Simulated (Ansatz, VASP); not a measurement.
# Two plane-wave programs on WC

```xyz
2
Lattice="0.0000 2.2813 2.2270 2.2813 0.0000 2.2270 2.2813 2.2813 0.0000" Properties=species:S:1:pos:R:3 pbc="T T T"
W     0.0000    0.0000    0.0000
C     2.2813    2.2813    2.2270
```

Change from the starting cell: strain +0.050 along x and y, +0.025 along z, atoms carried along.

Alike in both runs: task single point; functional PBEsol; k mesh 24 × 24 × 24; occupations gaussian, width 0.15 eV; no spin polarisation.

|  | VASP | Ansatz |
| --- | --- | --- |
| version | VASP 6.6.1 | Ansatz 0.2.0 |
| potentials or method | VASP PAW PBE potentials, release 64 (W_sv, C), cutoff 520 eV | scalar-relativistic, plane waves, PAW |
| valence electrons in the cell | 18 | 18 |

```csv
,VASP,Ansatz,Ansatz less VASP
gap on the k mesh at the Fermi level (eV),none,none,-
pressure (GPa),-35.5,-36.2,-0.65
"traceless stress, the component that is largest in VASP (GPa)",5.21,5.17,-0.041
```

VASP's potentials were made for PBE, not for PBEsol. A gap of «none» marks a metal or a gap that the smearing closes. Both programs put the cell under strong tension, so it lies far from rest at this level.

Spin-orbit coupling is off throughout. Noted on VASP's run: the cell as given lies far from equilibrium.
